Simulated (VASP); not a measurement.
# AlN (Fm-3m) in VASP: further runs, part 3 of 3

VASP 6.6.1. Earlier steps stand in the parts before.

### 5 Single point, r2SCAN50

Input file POSCAR:

```
AlN
1.0
    0.0000000000      2.0188684454      2.0188684454
    2.0188684454      0.0000000000      2.0188684454
    2.0188684454      2.0188684454      0.0000000000
Al N
1 1
Direct
    0.0000000000      0.0000000000      0.0000000000
    0.5000000000      0.5000000000      0.5000000000
```

Input file INCAR.step1:

```
SYSTEM = AlN
  ALGO = Normal
  EDIFF = 1E-5
  ENCUT = 520
  GGA = PE
  ISIF = 2
  ISMEAR = 0
  LASPH = .True.
  LCHARG = .False.
  LREAL = .False.
  LWAVE = .True.
  NBANDS = 11
  NELM = 60
  PREC = Accurate
  SIGMA = 0.01
```

Input file INCAR.step2:

```
SYSTEM = AlN
  AEXX = 0.5
  ALGO = Normal
  EDIFF = 1E-6
  ENCUT = 520
  ISIF = 2
  ISMEAR = 0
  ISTART = 1
  LASPH = .True.
  LCHARG = .False.
  LHFCALC = .True.
  LMIXTAU = .True.
  LREAL = .False.
  LWAVE = .False.
  METAGGA = R2SCAN
  NBANDS = 11
  NELM = 60
  PREC = Accurate
  PRECFOCK = Normal
  SIGMA = 0.01
```

Input file KPOINTS:

```
k-points
0
Gamma
  6 6 6
  0 0 0
```

Potentials or basis: VASP PAW PBE potentials, release 64 (Al, N).

On the command line:

```bash
$ cat potpaw_PBE.64/Al/POTCAR potpaw_PBE.64/N/POTCAR > POTCAR
$ cp INCAR.step1 INCAR
$ mpirun -np 1 vasp_std > vasp.out
$ cp INCAR.step2 INCAR
$ mpirun -np 1 vasp_std > vasp.out
```

OUTCAR:

```text
SYSTEM = AlN
   AEXX = 0.5
   EDIFF = 1E-6
   ENCUT = 520
   ISIF = 2
   ISMEAR = 0
   ISTART = 1
   LASPH = .True.
   LHFCALC = .True.
   LREAL = .False.
   METAGGA = R2SCAN
   NELM = 60
   PREC = Accurate
   PRECFOCK = Normal

 ion  position               nearest neighbor table
   1  0.000  0.000  0.000-   2 2.02   2 2.02   2 2.02   2 2.02   2 2.02   2 2.02
   2  0.500  0.500  0.500-   1 2.02   1 2.02   1 2.02   1 2.02   1 2.02   1 2.02

  LATTYP: Found a face centered cubic cell.
 ALAT       =     4.0377368908

  Lattice vectors:

 A1 = (   0.0000000000,   2.0188684454,   2.0188684454)
 A2 = (   2.0188684454,   0.0000000000,   2.0188684454)
 A3 = (   2.0188684454,   2.0188684454,   0.0000000000)

Analysis of symmetry for initial positions (statically):
=====================================================================
 Subroutine PRICEL returns:
 Original cell was already a primitive cell.

 Routine SETGRP: Setting up the symmetry group for a
 face centered cubic supercell.

 Subroutine GETGRP returns: Found 48 space group operations
 (whereof 48 operations were pure point group operations)
 out of a pool of 48 trial point group operations.

The static configuration has the point symmetry O_h .

Analysis of symmetry for dynamics (positions and initial velocities):
=====================================================================
 Subroutine PRICEL returns:
 Original cell was already a primitive cell.

 Routine SETGRP: Setting up the symmetry group for a
 face centered cubic supercell.

 Subroutine GETGRP returns: Found 48 space group operations
 (whereof 48 operations were pure point group operations)
 out of a pool of 48 trial point group operations.

The dynamic configuration has the point symmetry O_h .

 Subroutine INISYM returns: Found 48 space group operations
 (whereof 48 operations are pure point group operations),
 and found     1 'primitive' translations

----------------------------------------------------------------------------------------

                                     Primitive cell

  volume of cell :      16.4571

  direct lattice vectors                    reciprocal lattice vectors
     0.000000000  2.018868445  2.018868445    -0.247663488  0.247663488  0.247663488
     2.018868445  0.000000000  2.018868445     0.247663488 -0.247663488  0.247663488
     2.018868445  2.018868445  0.000000000     0.247663488  0.247663488 -0.247663488

  length of vectors
     2.855111136  2.855111136  2.855111136     0.428965744  0.428965744  0.428965744

  position of ions in fractional coordinates (direct lattice)
     0.000000000  0.000000000  0.000000000
     0.500000000  0.500000000  0.500000000

  ion indices of the primitive-cell ions
   primitive index   ion index
                 1           1
                 2           2

----------------------------------------------------------------------------------------

 KPOINTS: k-points

Automatic generation of k-mesh.
 Grid dimensions read from file:
 generate k-points for:    6    6    6

 Generating k-lattice:

[... 38 lines left out ...]
   dimension x,y,z NGXF=    48 NGYF=   48 NGZF=   48
   ions per type =               1   1
   NGX,Y,Z   is equivalent  to a cutoff of  13.97, 13.97, 13.97 a.u.
   NGXF,Y,Z  is equivalent  to a cutoff of  27.95, 27.95, 27.95 a.u.
 SYSTEM =  AlN
   PREC   = accura    normal or accurate (medium, high low for compatibility)
   ISTART =      1    job   : 0-new  1-cont  2-samecut
   ICHARG =      0    charge: 1-file 2-atom 10-const
   ISPIN  =      1    spin polarized calculation?
   LNONCOLLINEAR =      F non collinear calculations
   LSORBIT =      F    spin-orbit coupling
   LASPH  =      T    aspherical Exc in radial PAW
   ENCUT  =  520.0 eV  38.22 Ry    6.18 a.u.   5.31  5.31  5.31*2*pi/ulx,y,z
   NELM   =     60;   NELMIN=  2; NELMDL=  0     # of ELM steps
   EDIFF  = 0.1E-05   stopping-criterion for ELM
   LREAL  =      F    real-space projection
   EDIFFG = 0.1E-04   stopping-criterion for IOM
   NSW    =      0    number of steps for IOM
   IBRION =     -1    ionic relax: 0-MD 1-quasi-New 2-CG
   NFREE  =      0    steps in history (QN), initial steepest desc. (CG)
   ISIF   =      2    stress and relaxation
   ISYM   =      3    0-nonsym 1-usesym 2-fastsym
   POTIM  = 0.5000    time-step for ionic-motion
   TEBEG  =    0.0;   TEEND  =   0.0 temperature during run
   PSTRESS=    0.0 pullay stress
   NELECT =       8.0000    total number of electrons
   NUPDOWN=      -1.0000    fix difference up-down
   EMIN   =  10.00;   EMAX   =-10.00  energy-range for DOS
   EFERMI =   0.00;   METHOD = LEGACY
   ISMEAR =     0;   SIGMA  =   0.01  broadening in eV -4-tet -1-fermi 0-gaus
   EFERMI_NEDOS =   21; number of points for ismear=-14 and -15
   IALGO  =     38    algorithm
   IMIX   =      1    mixing-type and parameters
     AMIX     =   0.40;   BMIX     =  1.00
     AMIX_MAG =   1.60;   BMIX_MAG =  1.00
  volume/ion in A,a.u.               =       8.23        55.53
  Fermi-wavevector in a.u.,A,eV,Ry     =   1.287222  2.432497 22.544046  1.656941
  Thomas-Fermi vector in A             =   2.419249
   LORBIT       =      0    0 simple, 1 ext, 2 COOP (PROOUT), +10 PAW based schemes
   METAGGA = R2SCAN    functional components
   LHFCALC =     T    Hartree Fock is set to
   PRECFOCK=normal    Normal, Fast or Accurate (Low or Medium for compatibility)
   ENCUT4O =  -1.0   cutoff for four orbital integrals eV
   NKREDX  =     1    reduce k-point grid by
   NKREDY  =     1    reduce k-point grid by
   NKREDZ  =     1    reduce k-point grid by
   AEXX    =    0.5000 exact exchange contribution
   HFSCREEN=    0.0000 screening length (either q_TF or 0.3 A-1)
   HFSCREENC=   0.0000 screening length for correlation (either q_TF or 0.3 A-1)
   ENCUTFOCK=  -1.0 apply spherical cutoff to Coloumb kernel
   IVDW    =     0    specifies the selected vdW correction
   LEPSILON=     F    determine dielectric tensor
   LRPA    =     F    only Hartree local field effects (RPA)
 non-spin polarized calculation
 Gauss-broadening in eV      SIGMA  =   0.01
  energy-cutoff  :      520.00
  volume of cell :       16.46
 maximum number of plane-waves:       459
 NGX is ok and might be reduce to    24
  NGX = 16; NGY = 16; NGZ = 16

 number of electron       7.9999999 magnetization

 Free energy of the ion-electron system (eV)
  ---------------------------------------------------
  ext. energy  EPLUGINS =         0.00000000
  ---------------------------------------------------
  free energy    TOTEN  =       -23.77496118 eV

  energy without entropy =      -23.77496118  energy(sigma->0) =      -23.77496118

 E-fermi :   7.6185     XC(G=0):  -7.1301

 val. band max:        7.4510111138   @ k =   0.0000   0.0000   0.0000
 cond. band min:      16.5722238280   @ k =   0.5000   0.5000   0.0000
 fundamental gap:      9.1212127143
 Fermi energy:         7.6184925091

 k-point     1 :       0.0000    0.0000    0.0000
  band No.  band energies     occupation
      1     -13.7272      2.00000
      2       7.4510      2.00000
      3       7.4510      2.00000
      4       7.4510      2.00000
      5      17.9762      0.00000
      6      24.7117      0.00000
      7      24.7117      0.00000
      8      24.7117      0.00000
      9      30.1698      0.00000
     10      30.9607      0.00000
     11      30.9607      0.00000
[... 197 lines left out ...]
 k-point    16 :      -0.3333    0.5000    0.1667
  band No.  band energies     occupation
      1      -8.7538      2.00000
      2      -0.3654      2.00000
      3       2.1314      2.00000
      4       3.1906      2.00000
      5      19.2365      0.00000
      6      20.6105      0.00000
      7      25.9794      0.00000
      8      26.8734      0.00000
      9      31.9582      0.00000
     10      35.3996      0.00000
     11      38.9772      0.00000

------------------------ aborting loop because EDIFF is reached ----------------------------------------

  FORCE on cell =-STRESS in cart. coord.  units (eV):
  Direction    XX          YY          ZZ          XY          YZ          ZX
  --------------------------------------------------------------------------------------
  -------------------------------------------------------------------------------------
  Total       -0.9907927     -0.9907927     -0.9907927      0.0000000      0.0000000     -0.0000000
  in kB      -96.4582409    -96.4582409    -96.4582409      0.0000000      0.0000000     -0.0000000
  external PRESSURE =     -96.4582409 kB  Pullay stress =       0.0000000 kB

 VOLUME and BASIS-vectors are now :
 -----------------------------------------------------------------------------
  energy-cutoff  :      520.00
  volume of cell :       16.46
      direct lattice vectors                 reciprocal lattice vectors
     0.000000000  2.018868445  2.018868445    -0.247663488  0.247663488  0.247663488
     2.018868445  0.000000000  2.018868445     0.247663488 -0.247663488  0.247663488
     2.018868445  2.018868445  0.000000000     0.247663488  0.247663488 -0.247663488

 POSITION                                       TOTAL-FORCE (eV/Angst)
 -----------------------------------------------------------------------------------
      0.00000      0.00000      0.00000        -0.000000     -0.000000      0.000000
      2.01887      2.01887      2.01887         0.000000      0.000000      0.000000
 -----------------------------------------------------------------------------------
    total drift:                                0.000000      0.000000      0.000000

  FREE ENERGIE OF THE ION-ELECTRON SYSTEM (eV)
  ---------------------------------------------------
  free  energy   TOTEN  =       -23.7749611774 eV

  energy  without entropy=      -23.7749611774  energy(sigma->0) =      -23.77496118
```

Run time: 4.5 min. Hardware: 1 thread of AMD EPYC 9R45 (Zen 5), shared host; peak memory 0.11 GiB.

What came out:

```yaml
Free_energy: -23.7750 eV
Pressure: -9.6 GPa
Band_gap_on_the_k_mesh: 9.12 eV (least direct gap 10.53 eV)
```

Caveat: the k points lie up to 0.45 Å⁻¹ apart; the PAW data sets were made with another functional, which shifts forces and pressure a little.

### 6 Single point, HSE06

POSCAR is that of step 5.

Input file INCAR.step1:

```
SYSTEM = AlN
PREC = Accurate ; ENCUT = 520
EDIFF = 1E-5 ; ISMEAR = 0
SIGMA = 0.01 ; LREAL = .False.
LASPH = .True. ; NELM = 80
ALGO = Normal ; ISIF = 2
LWAVE = .True. ; LCHARG = .False.
NBANDS = 11 ; GGA = PE
```

Input file INCAR.step2:

```
SYSTEM = AlN
PREC = Accurate ; ENCUT = 520
EDIFF = 1E-6 ; ISMEAR = 0
SIGMA = 0.01 ; LREAL = .False.
LASPH = .True. ; NELM = 80
ALGO = Normal ; ISIF = 2
LWAVE = .False. ; LCHARG = .False.
GGA = PE ; LHFCALC = .True.
HFSCREEN = 0.2079 ; PRECFOCK = Normal
NBANDS = 11 ; ISTART = 1
```

Input file KPOINTS:

```
Automatic mesh
0
Gamma
  6 6 6
  0 0 0
```

Potentials or basis: VASP PAW PBE potentials, release 64 (Al, N).

On the command line:

```bash
$ cat potpaw_PBE.64/Al/POTCAR potpaw_PBE.64/N/POTCAR > POTCAR
$ cp INCAR.step1 INCAR
$ mpirun -np 1 vasp_std > vasp.out
$ cp INCAR.step2 INCAR
$ mpirun -np 1 vasp_std > vasp.out
```

OUTCAR:

```text
SYSTEM = AlN
   PREC = Accurate
   ENCUT = 520
   EDIFF = 1E-6
   ISMEAR = 0
   LREAL = .False.
   LASPH = .True.
   NELM = 80
   ISIF = 2
   GGA = PE
   LHFCALC = .True.
   HFSCREEN = 0.2079
   PRECFOCK = Normal
   ISTART = 1

 ion  position               nearest neighbor table
   1  0.000  0.000  0.000-   2 2.02   2 2.02   2 2.02   2 2.02   2 2.02   2 2.02
   2  0.500  0.500  0.500-   1 2.02   1 2.02   1 2.02   1 2.02   1 2.02   1 2.02

  LATTYP: Found a face centered cubic cell.
 ALAT       =     4.0377368908

  Lattice vectors:

 A1 = (   0.0000000000,   2.0188684454,   2.0188684454)
 A2 = (   2.0188684454,   0.0000000000,   2.0188684454)
 A3 = (   2.0188684454,   2.0188684454,   0.0000000000)

Analysis of symmetry for initial positions (statically):
=====================================================================
 Subroutine PRICEL returns:
 Original cell was already a primitive cell.

 Routine SETGRP: Setting up the symmetry group for a
 face centered cubic supercell.

 Subroutine GETGRP returns: Found 48 space group operations
 (whereof 48 operations were pure point group operations)
 out of a pool of 48 trial point group operations.

The static configuration has the point symmetry O_h .

Analysis of symmetry for dynamics (positions and initial velocities):
=====================================================================
 Subroutine PRICEL returns:
 Original cell was already a primitive cell.

 Routine SETGRP: Setting up the symmetry group for a
 face centered cubic supercell.

 Subroutine GETGRP returns: Found 48 space group operations
 (whereof 48 operations were pure point group operations)
 out of a pool of 48 trial point group operations.

The dynamic configuration has the point symmetry O_h .

 Subroutine INISYM returns: Found 48 space group operations
 (whereof 48 operations are pure point group operations),
 and found     1 'primitive' translations

[... 120 lines left out ...]
   ENCUTFOCK=  -1.0 apply spherical cutoff to Coloumb kernel
   IVDW    =     0    specifies the selected vdW correction
   LEPSILON=     F    determine dielectric tensor
   LRPA    =     F    only Hartree local field effects (RPA)
 non-spin polarized calculation
 Gauss-broadening in eV      SIGMA  =   0.01
  energy-cutoff  :      520.00
  volume of cell :       16.46
 maximum number of plane-waves:       459
 NGX is ok and might be reduce to    24
  NGX = 16; NGY = 16; NGZ = 16

 number of electron       7.9999999 magnetization

 Free energy of the ion-electron system (eV)
  ---------------------------------------------------
  ext. energy  EPLUGINS =         0.00000000
  ---------------------------------------------------
  free energy    TOTEN  =       -17.12986596 eV

  energy without entropy =      -17.12986596  energy(sigma->0) =      -17.12986596

 E-fermi :   9.3074     XC(G=0): -10.0710

 val. band max:        9.1589888396   @ k =   0.0000   0.0000   0.0000
 cond. band min:      15.1722620353   @ k =   0.5000   0.5000   0.0000
 fundamental gap:      6.0132731957
 Fermi energy:         9.3073955654

 k-point     1 :       0.0000    0.0000    0.0000
  band No.  band energies     occupation
      1     -10.1006      2.00000
      2       9.1590      2.00000
      3       9.1590      2.00000
      4       9.1590      2.00000
      5      16.4233      0.00000
      6      22.9770      0.00000
      7      22.9770      0.00000
      8      22.9770      0.00000
      9      28.1729      0.00000
     10      28.8981      0.00000
     11      28.8981      0.00000
[... 197 lines left out ...]
 k-point    16 :      -0.3333    0.5000    0.1667
  band No.  band energies     occupation
      1      -5.4261      2.00000
      2       1.9533      2.00000
      3       4.2394      2.00000
      4       5.2142      2.00000
      5      17.6546      0.00000
      6      18.9937      0.00000
      7      23.8233      0.00000
      8      24.7721      0.00000
      9      29.4667      0.00000
     10      32.9810      0.00000
     11      36.4445      0.00000

------------------------ aborting loop because EDIFF is reached ----------------------------------------

  FORCE on cell =-STRESS in cart. coord.  units (eV):
  Direction    XX          YY          ZZ          XY          YZ          ZX
  --------------------------------------------------------------------------------------
  -------------------------------------------------------------------------------------
  Total       -0.1496815     -0.1496815     -0.1496815     -0.0000000      0.0000000      0.0000000
  in kB      -14.5721803    -14.5721803    -14.5721803     -0.0000000      0.0000000      0.0000000
  external PRESSURE =     -14.5721803 kB  Pullay stress =       0.0000000 kB

 VOLUME and BASIS-vectors are now :
 -----------------------------------------------------------------------------
  energy-cutoff  :      520.00
  volume of cell :       16.46
      direct lattice vectors                 reciprocal lattice vectors
     0.000000000  2.018868445  2.018868445    -0.247663488  0.247663488  0.247663488
     2.018868445  0.000000000  2.018868445     0.247663488 -0.247663488  0.247663488
     2.018868445  2.018868445  0.000000000     0.247663488  0.247663488 -0.247663488

 POSITION                                       TOTAL-FORCE (eV/Angst)
 -----------------------------------------------------------------------------------
      0.00000      0.00000      0.00000        -0.000000      0.000000      0.000000
      2.01887      2.01887      2.01887         0.000000      0.000000     -0.000000
 -----------------------------------------------------------------------------------
    total drift:                                0.000000      0.000000      0.000000

  FREE ENERGIE OF THE ION-ELECTRON SYSTEM (eV)
  ---------------------------------------------------
  free  energy   TOTEN  =       -17.1298659630 eV

  energy  without entropy=      -17.1298659630  energy(sigma->0) =      -17.12986596
```

OUTCAR.step1:

```text
SYSTEM = AlN
   PREC = Accurate
   ENCUT = 520
   EDIFF = 1E-5
   ISMEAR = 0
   LREAL = .False.
   LASPH = .True.
[... 435 lines left out ...]
      0.00000      0.00000      0.00000         0.000000      0.000000     -0.000000
      2.01887      2.01887      2.01887        -0.000000     -0.000000      0.000000
 -----------------------------------------------------------------------------------
    total drift:                               -0.000000     -0.000000      0.000000

  FREE ENERGIE OF THE ION-ELECTRON SYSTEM (eV)
  ---------------------------------------------------
  free  energy   TOTEN  =       -14.5332196933 eV

  energy  without entropy=      -14.5332196933  energy(sigma->0) =      -14.53321969
```

OSZICAR.step1:

```text
N       E                     dE             d eps       ncg     rms          rms(c)
DAV:   1     0.106148616095E+02    0.10615E+02   -0.38246E+03   360   0.607E+02
DAV:   2    -0.155892689868E+02   -0.26204E+02   -0.25508E+02   435   0.142E+02
DAV:   3    -0.162826216255E+02   -0.69335E+00   -0.69209E+00   449   0.209E+01
DAV:   4    -0.162854284389E+02   -0.28068E-02   -0.28066E-02   391   0.145E+00
DAV:   5    -0.162854537169E+02   -0.25278E-04   -0.25278E-04   418   0.126E-01    0.762E+00
DAV:   6    -0.145543381343E+02    0.17311E+01   -0.74701E+00   388   0.145E+01    0.271E+00
DAV:   7    -0.145388697467E+02    0.15468E-01   -0.18525E-01   379   0.312E+00    0.178E+00
DAV:   8    -0.145335124952E+02    0.53573E-02   -0.15641E-02   373   0.109E+00    0.334E-01
DAV:   9    -0.145331656929E+02    0.34680E-03   -0.14848E-03   403   0.230E-01    0.150E-01
DAV:  10    -0.145332256502E+02   -0.59957E-04   -0.13559E-04   391   0.859E-02    0.429E-02
DAV:  11    -0.145332196933E+02    0.59568E-05   -0.18417E-05   212   0.244E-02
   1 F= -.14533220E+02 E0= -.14533220E+02  d E =-.126236-104
```

It took 2.5 min on 1 thread of AMD EPYC 9R45 (Zen 5), shared host; peak memory 0.2 GiB.

Results:

```yaml
Free_energy: -17.1299 eV
Pressure: -1.5 GPa
Band_gap_on_the_k_mesh: 6.01 eV (least direct gap 7.26 eV)
```

Caveat: the k points lie up to 0.45 Å⁻¹ apart; the PAW data sets were made with another functional, which shifts forces and pressure a little. A k mesh can miss the band edges.

### 7 Overview

```csv
level,k mesh,share of exact exchange,screening parameter,gap on the mesh (eV),pressure (GPa)
HSE06,4 × 4 × 4,0.25,0.2079 1/Å,6.01,-1.4
PBE-based screened hybrid with 15 % exact exchange,6 × 6 × 6,0.15,0.5 1/Å,5.08,2.5
PBE-based global hybrid with 50 % exact exchange,6 × 6 × 6,0.5,-,8.89,-8.8
r2SCAN50,6 × 6 × 6,0.5,-,9.12,-9.6
HSE06,6 × 6 × 6,0.25,0.2079 1/Å,6.01,-1.5
```

Alike in all rows: task single point; potentials or basis VASP PAW PBE potentials, release 64 (Al, N); no spin polarisation; cell as given; cutoff (eV) 520; smearing gaussian 0.01 eV.

Caveats: all runs use coarse meshes; the PAW data sets were made with another functional, which shifts forces and pressure a little.

Absolute energies hang on the potentials; compare differences alone.
